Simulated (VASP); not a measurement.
Wanted: the native input for a VASP 6.6.1 run.

```
Task                   : single point
Functional             : PBE
Potentials or basis    : VASP PAW PBE potentials, release 64 (Li_sv, F)
Cutoff                 : 520 eV
k mesh                 : 9 × 9 × 6
Occupations            : gaussian, width 0.05 eV
Spin                   : no spin polarisation
Dipole correction      : no
Further INCAR settings : ALGO = Normal; EDIFF = 1e-07; NBANDS = 18
```

The structure of LiF lies in POSCAR:

```
LiF
1.0
    3.0467389106      0.0000000000      0.0000000000
   -1.5233694553      2.6385532953      0.0000000000
    0.0000000000      0.0000000000      5.1599570191
Li F
2 2
Direct
    0.3333333333      0.6666666667      0.3504708074
    0.6666666667      0.3333333333      0.8504708074
    0.3333333333      0.6666666667      0.9939266766
    0.6666666667      0.3333333333      0.4939266766
```

This cell differs from its parent crystal: c/a of the conventional cell at fixed volume 1.6936.

These files were run (other wordings do the same):

INCAR

```
SYSTEM = LiF
PREC = Accurate
ENCUT = 520
EDIFF = 1E-7
ISMEAR = 0
SIGMA = 0.05
LREAL = .FALSE.
LASPH = .TRUE.
NELM = 100
ALGO = Normal
ISIF = 2
LWAVE = .FALSE.
LCHARG = .TRUE.
GGA = PE
LELF = .TRUE.
LVHAR = .TRUE.
NBANDS = 18
```

KPOINTS

```
Automatic mesh
0
G
  9 9 6
  0 0 0
```

Potentials or basis: VASP PAW PBE potentials, release 64 (Li_sv, F).

Run with:

```sh
$ cat potpaw_PBE.64/Li_sv/POTCAR potpaw_PBE.64/F/POTCAR > POTCAR
$ mpirun -np 1 vasp_std > vasp.out
```

Results of the run:

```
Largest force          : 0.272 eV/Å
Band gap on the k mesh : 7.57 eV, direct
```

It took 24 s on 1 thread of Intel Xeon 6975P-C, with other jobs on the host, peak memory 0.17 GiB.
